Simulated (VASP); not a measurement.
# Cu (I4/mmm) in VASP: further runs

The runs below take Cu through single point, with PBEsol.

Everything below comes from runs of VASP 6.6.1. Logs are shortened: lines on timing, memory, paths and dates and some standing lists are left out, and cuts for length are marked.

## (1) The cell of the first run

The structure is tetragonal, space group I4/mmm (No. 139). Conventional cell: a = 2.505 Å, b = 2.505 Å, c = 3.615 Å, α = 90.00°, β = 90.00°, γ = 90.00°. Within 3.3 Å of Cu (site symmetry 4/mmm) lie 12 Cu at 2.51 to 2.53 Å.

## (2) Single point, PBEsol (strain -0.0200 x Voigt [1, 1, 0, 0, 0, 0])

File INCAR:

```
PREC     = Accurate       # precision mode
ENCUT    = 520            # plane-wave cutoff, eV
EDIFF    = 1E-7           # SCF threshold, eV
ISMEAR   = 0              # smearing method
SIGMA    = 0.15           # smearing width, eV
LREAL    = F              # projectors in reciprocal space
LASPH    = T              # aspherical terms in the spheres
NELM     = 100            # most SCF steps
ALGO     = Normal         # electronic algorithm
ISIF     = 2              # what is computed and relaxed
LWAVE    = F              # write WAVECAR
LCHARG   = T              # write CHGCAR
GGA      = PS             # functional
LELF     = T              # ELF
LVHAR    = T            
NBANDS   = 12             # bands
```

File KPOINTS:

```
regular mesh
0
Gamma
  22 22 22
```

File POSCAR:

```
Cu
1.0
    0.0000000000      1.7713500000      1.8075000000
    1.7713500000      0.0000000000      1.8075000000
    1.7713500000      1.7713500000      0.0000000000
Cu
1
Direct
    0.0000000000      0.0000000000      0.0000000000
```

Potentials or basis: VASP PAW PBE potentials, release 64 (Cu).

On the command line:

```console
cat potpaw_PBE.64/Cu/POTCAR > POTCAR
mpirun -np 1 vasp_std > vasp.out
```

OUTCAR:

```text
PREC = Accurate
   ENCUT = 520
   EDIFF = 1E-7
   ISMEAR = 0
   LREAL = F
   LASPH = T
   NELM = 100
   ISIF = 2
   GGA = PS

 ion  position               nearest neighbor table
   1  0.000  0.000  0.000-

  LATTYP: Found a body centered tetragonal cell.
 ALAT       =     2.5050671937
 C/A-ratio  =     1.4430750636

  Lattice vectors:

 A1 = (  -1.7713500000,   0.0000000000,   1.8075000000)
 A2 = (   1.7713500000,   0.0000000000,   1.8075000000)
 A3 = (   0.0000000000,   1.7713500000,  -1.8075000000)

Analysis of symmetry for initial positions (statically):
=====================================================================
 Subroutine PRICEL returns:
 Original cell was already a primitive cell.

 Routine SETGRP: Setting up the symmetry group for a
 body centered tetragonal supercell.

 Subroutine GETGRP returns: Found 16 space group operations
 (whereof 16 operations were pure point group operations)
 out of a pool of 16 trial point group operations.

The static configuration has the point symmetry D_4h.

Analysis of symmetry for dynamics (positions and initial velocities):
=====================================================================
 Subroutine PRICEL returns:
 Original cell was already a primitive cell.

 Routine SETGRP: Setting up the symmetry group for a
 body centered tetragonal supercell.

 Subroutine GETGRP returns: Found 16 space group operations
 (whereof 16 operations were pure point group operations)
 out of a pool of 16 trial point group operations.

The dynamic configuration has the point symmetry D_4h.

 Subroutine INISYM returns: Found 16 space group operations
 (whereof 16 operations are pure point group operations),
 and found     1 'primitive' translations

----------------------------------------------------------------------------------------

                                     Primitive cell

  volume of cell :      11.3427

  direct lattice vectors                    reciprocal lattice vectors
     0.000000000  1.771350000  1.807500000    -0.282270585  0.282270585  0.276625173
     1.771350000  0.000000000  1.807500000     0.282270585 -0.282270585  0.276625173
     1.771350000  1.771350000  0.000000000     0.282270585  0.282270585 -0.276625173

  length of vectors
     2.530758201  2.530758201  2.505067194     0.485669489  0.485669489  0.485669489

  position of ions in fractional coordinates (direct lattice)
     0.000000000  0.000000000  0.000000000

  ion indices of the primitive-cell ions
   primitive index   ion index
                 1           1

----------------------------------------------------------------------------------------

 KPOINTS: regular mesh

Automatic generation of k-mesh.
 Grid dimensions read from file:
 generate k-points for:   22   22   22

 Generating k-lattice:

  Cartesian coordinates                     Fractional coordinates (reciprocal lattice)
    -0.012830481  0.012830481  0.012573871     0.045454545  0.000000000  0.000000000
     0.012830481 -0.012830481  0.012573871     0.000000000  0.045454545  0.000000000
     0.012830481  0.012830481 -0.012573871     0.000000000  0.000000000  0.045454545

  Length of vectors
     0.022075886  0.022075886  0.022075886

  Shift w.r.t. Gamma in fractional coordinates (k-lattice)
     0.000000000  0.000000000  0.000000000

 Subroutine IBZKPT returns following result:
 ===========================================

 Found    834 irreducible k-points:

 Following reciprocal coordinates:
            Coordinates               Weight
  0.000000  0.000000  0.000000      1.000000
  0.045455  0.000000  0.000000      8.000000
  0.090909  0.000000  0.000000      8.000000
  0.136364  0.000000  0.000000      8.000000
  0.181818 -0.000000  0.000000      8.000000
  0.227273  0.000000  0.000000      8.000000
[... 16 lines left out ...]
  0.500000  0.045455  0.000000      8.000000
 -0.454545  0.045455  0.000000      8.000000
 [... further k-points ...]
   k-points           NKPTS =    834   k-points in BZ     NKDIM =    834   number of bands    NBANDS=     12
   number of dos      NEDOS =    301   number of ions     NIONS =      1
   total plane-waves  NPLWV =   8000
   dimension x,y,z NGX =    20 NGY =   20 NGZ =   20
   dimension x,y,z NGXF=    40 NGYF=   40 NGZF=   40
   ions per type =               1
   NGX,Y,Z   is equivalent  to a cutoff of  13.14, 13.14, 13.27 a.u.
   NGXF,Y,Z  is equivalent  to a cutoff of  26.28, 26.28, 26.55 a.u.
 SYSTEM =  unknown system
   PREC   = accura    normal or accurate (medium, high low for compatibility)
   ISTART =      0    job   : 0-new  1-cont  2-samecut
   ICHARG =      2    charge: 1-file 2-atom 10-const
   ISPIN  =      1    spin polarized calculation?
   LNONCOLLINEAR =      F non collinear calculations
   LSORBIT =      F    spin-orbit coupling
   LASPH  =      T    aspherical Exc in radial PAW
   ENCUT  =  520.0 eV  38.22 Ry    6.18 a.u.   4.71  4.71  4.66*2*pi/ulx,y,z
   NELM   =    100;   NELMIN=  2; NELMDL= -5     # of ELM steps
   EDIFF  = 0.1E-06   stopping-criterion for ELM
   LREAL  =      F    real-space projection
   EDIFFG = 0.1E-05   stopping-criterion for IOM
   NSW    =      0    number of steps for IOM
   IBRION =     -1    ionic relax: 0-MD 1-quasi-New 2-CG
   NFREE  =      0    steps in history (QN), initial steepest desc. (CG)
   ISIF   =      2    stress and relaxation
   ISYM   =      2    0-nonsym 1-usesym 2-fastsym
   POTIM  = 0.5000    time-step for ionic-motion
   TEBEG  =    0.0;   TEEND  =   0.0 temperature during run
   PSTRESS=    0.0 pullay stress
   NELECT =      11.0000    total number of electrons
   NUPDOWN=      -1.0000    fix difference up-down
   EMIN   =  10.00;   EMAX   =-10.00  energy-range for DOS
   EFERMI =   0.00;   METHOD = LEGACY
   ISMEAR =     0;   SIGMA  =   0.15  broadening in eV -4-tet -1-fermi 0-gaus
   EFERMI_NEDOS =   21; number of points for ismear=-14 and -15
   IALGO  =     38    algorithm
   IMIX   =      4    mixing-type and parameters
     AMIX     =   0.40;   BMIX     =  1.00
     AMIX_MAG =   1.60;   BMIX_MAG =  1.00
  volume/ion in A,a.u.               =      11.34        76.54
  Fermi-wavevector in a.u.,A,eV,Ry     =   1.620442  3.062191 35.726597  2.625831
  Thomas-Fermi vector in A             =   2.714380
   LORBIT       =      0    0 simple, 1 ext, 2 COOP (PROOUT), +10 PAW based schemes
   GGA     = PS    functional components
   LHFCALC =     F    Hartree Fock is set to
   AEXX    =    0.0000 exact exchange contribution
   IVDW    =     0    specifies the selected vdW correction
   LEPSILON=     F    determine dielectric tensor
   LRPA    =     F    only Hartree local field effects (RPA)
 non-spin polarized calculation
 Gauss-broadening in eV      SIGMA  =   0.15
  energy-cutoff  :      520.00
  volume of cell :       11.34
 maximum number of plane-waves:       320
   NGX =  9   NGY =  9   NGZ =  9

 number of electron      11.0000011 magnetization

 Free energy of the ion-electron system (eV)
  ---------------------------------------------------
  ext. energy  EPLUGINS =         0.00000000
  ---------------------------------------------------
  free energy    TOTEN  =        -4.31043000 eV

  energy without entropy =       -4.30772621  energy(sigma->0) =       -4.30907811

 E-fermi :   7.9052     XC(G=0): -13.1452

 val. band max:        7.9004838160   @ k =   0.5000   0.1364   0.3182
 cond. band min:       7.9067526205   @ k =   0.4545   0.3636   0.0000
 fundamental gap:      0.0062688045
 Fermi energy:         7.9051814116

 k-point     1 :       0.0000    0.0000    0.0000
  band No.  band energies     occupation
      1      -1.7918      2.00000
      2       4.6875      2.00000
      3       4.7936      2.00000
      4       4.7936      2.00000
      5       5.5889      2.00000
      6       5.6951      2.00000
      7      30.8238      0.00000
      8      33.6830      0.00000
      9      33.7833      0.00000
     10      33.7833      0.00000
     11      36.2466      0.00000
     12      36.2467      0.00000

 k-point     2 :       0.0455    0.0000    0.0000
  band No.  band energies     occupation
      1      -1.7141      2.00000
      2       4.6907      2.00000
      3       4.7884      2.00000
      4       4.8089      2.00000
      5       5.5835      2.00000
      6       5.6879      2.00000
      7      30.4610      0.00000
      8      32.5880      0.00000
      9      33.4494      0.00000
     10      33.5263      0.00000
     11      36.6151      0.00000
     12      36.6568      0.00000

 k-point     3 :       0.0909    0.0000    0.0000
  band No.  band energies     occupation
      1      -1.4830      2.00000
      2       4.6726      2.00000
      3       4.7994      2.00000
      4       4.8513      2.00000
      5       5.5714      2.00000
      6       5.6698      2.00000
      7      28.8487      0.00000
      8      31.7522      0.00000
      9      32.9014      0.00000
     10      33.0079      0.00000
     11      37.4499      0.00000
     12      37.4761      0.00000

 k-point     4 :       0.1364    0.0000    0.0000
  band No.  band energies     occupation
      1      -1.1040      2.00000
      2       4.6136      2.00000
      3       4.8418      2.00000
      4       4.9084      2.00000
      5       5.5659      2.00000
      6       5.6524      2.00000
      7      26.5397      0.00000
      8      31.4728      0.00000
      9      32.3324      0.00000
     10      32.4740      0.00000
     11      37.9837      0.00000
     12      38.3611      0.00000

 k-point     5 :       0.1818   -0.0000    0.0000
  band No.  band energies     occupation
      1      -0.5888      2.00000
      2       4.5415      2.00000
      3       4.8806      2.00000
      4       4.9589      2.00000
      5       5.5890      2.00000
      6       5.6559      2.00000
      7      24.1487      0.00000
      8      31.2070      0.00000
      9      31.8314      0.00000
     10      32.0029      0.00000
     11      37.7488      0.00000
     12      38.4562      0.00000
[... 228 lines left out ...]
      1       2.3240      2.00000
      2       4.6950      2.00000
      3       4.8618      2.00000
      4       5.2391      2.00000
      5       6.1538      2.00000
      6       6.2885      2.00000
      7      14.3600      0.00000
      8      29.0447      0.00000
      9      29.7057      0.00000
     10      30.5715      0.00000
     11      34.0895      0.00000
     12      35.7763      0.00000

 k-point    22 :       0.4545    0.0455    0.0000
  band No.  band energies     occupation
      1       2.5431      2.00000
      2       4.6591      2.00000
      3       4.8239      2.00000
      4       5.7026      2.00000
      5       6.2129      2.00000
      6       6.6910      2.00000
      7      12.8453      0.00000
      8      28.6676      0.00000
      9      29.8914      0.00000
     10      30.2392      0.00000
     11      34.0643      0.00000
     12      35.1011      0.00000

 k-point    23 :       0.5000    0.0455    0.0000
  band No.  band energies     occupation
      1       2.6227      2.00000
      2       4.6449      2.00000
      3       4.8032      2.00000
      4       5.9068      2.00000
      5       6.2286      2.00000
      6       7.1211      2.00000
      7      11.9484      0.00000
      8      28.3319      0.00000
      9      30.1055      0.00000
     10      30.2174      0.00000
     11      34.1731      0.00000
     12      34.5777      0.00000

 k-point    24 :      -0.4545    0.0455    0.0000
  band No.  band energies     occupation
      1       2.6106      2.00000
      2       4.6532      2.00000
      3       4.8029      2.00000
      4       5.8844      2.00000
      5       6.1972      2.00000
      6       7.0417      2.00000
      7      12.1211      0.00000
      8      28.0832      0.00000
      9      30.1426      0.00000
     10      30.6755      0.00000
     11      34.2180      0.00000
     12      34.4192      0.00000

 [... further k-points ...]
[... 5 lines left out ...]
  --------------------------------------------------------------------------------------
  -------------------------------------------------------------------------------------
  Total        0.0548393      0.0548393     -0.0444600      0.0000000      0.0000000     -0.0000000
  in kB        7.7461438      7.7461438     -6.2800424      0.0000000      0.0000000     -0.0000000
  external PRESSURE =       3.0707484 kB  Pullay stress =       0.0000000 kB

 VOLUME and BASIS-vectors are now :
 -----------------------------------------------------------------------------
  energy-cutoff  :      520.00
  volume of cell :       11.34
      direct lattice vectors                 reciprocal lattice vectors
     0.000000000  1.771350000  1.807500000    -0.282270585  0.282270585  0.276625173
     1.771350000  0.000000000  1.807500000     0.282270585 -0.282270585  0.276625173
     1.771350000  1.771350000  0.000000000     0.282270585  0.282270585 -0.276625173

 POSITION                                       TOTAL-FORCE (eV/Angst)
 -----------------------------------------------------------------------------------
      0.00000      0.00000      0.00000         0.000000      0.000000      0.000000
 -----------------------------------------------------------------------------------
    total drift:                                0.000000      0.000000      0.000000

  FREE ENERGIE OF THE ION-ELECTRON SYSTEM (eV)
  ---------------------------------------------------
  free  energy   TOTEN  =        -4.3104300049 eV

  energy  without entropy=       -4.3077262073  energy(sigma->0) =       -4.30907811
```

It took 39 s on 1 thread of Intel Xeon 6975P-C (Granite Rapids), shared host; peak memory 0.21 GiB.

What came out:

- Free energy: -4.3104 eV
- Pressure: 0.3 GPa

Caveat: the cell differs from its parent crystal (strain -0.0200 x Voigt [1, 1, 0, 0, 0, 0]); the PAW data sets were made with another functional, which shifts forces and pressure a little.

## (3) Single point, PBEsol (strain -0.0150 x Voigt [1, 1, 0, 0, 0, 0])

File INCAR:

```
SYSTEM = Cu
PREC = Accurate
ENCUT = 520
EDIFF = 1E-7
ISMEAR = 0
SIGMA = 0.15
LREAL = .FALSE.
LASPH = .TRUE.
NELM = 80
ALGO = Normal
ISIF = 2
LWAVE = .FALSE.
LCHARG = .FALSE.
GGA = PS
NBANDS = 12
```

File KPOINTS:

```
Automatic mesh
0
G
  22 22 22
  0 0 0
```

File POSCAR:

```
Cu
1.0
    0.0000000000      1.7803875000      1.8075000000
    1.7803875000      0.0000000000      1.8075000000
    1.7803875000      1.7803875000      0.0000000000
Cu
1
Direct
    0.0000000000      0.0000000000      0.0000000000
```

Potentials or basis: VASP PAW PBE potentials, release 64 (Cu).

On the command line:

```console
cat potpaw_PBE.64/Cu/POTCAR > POTCAR
mpirun -np 1 vasp_std > vasp.out
```

It took 40 s on 1 thread of Intel Xeon 6975P-C (Granite Rapids), shared host; peak memory 0.22 GiB.

Results (log left out):

| Quantity | Value |
| --- | --- |
| Free energy | -4.3104 eV |
| Pressure | -1.4 GPa |

Stress tensor (GPa, compression positive):
```
-1.02  0.00  0.00
 0.00 -1.02  0.00
 0.00  0.00 -2.02
```

Levels at points of the mesh, in eV from the Fermi level:
```csv
k point,band 4,band 5,band 6,band 7,band 8,band 9
"(0.00, 0.00, 0.00)",-3.09,-2.28,-2.20,22.84,25.64,25.71
"(0.50, 0.00, 0.00)",-1.66,-1.63,-1.12,3.90,21.22,22.34
"(0.50, 0.50, 0.00)",-1.50,-1.50,1.22,7.05,13.52,13.52
"(0.50, 0.00, 0.50)",-1.52,-1.47,1.55,7.45,13.14,13.17
```

Caveat: the cell differs from its parent crystal (strain -0.0150 x Voigt [1, 1, 0, 0, 0, 0]); the PAW data sets were made with another functional, which shifts forces and pressure a little.

(Part 1 of 2 ends here.)
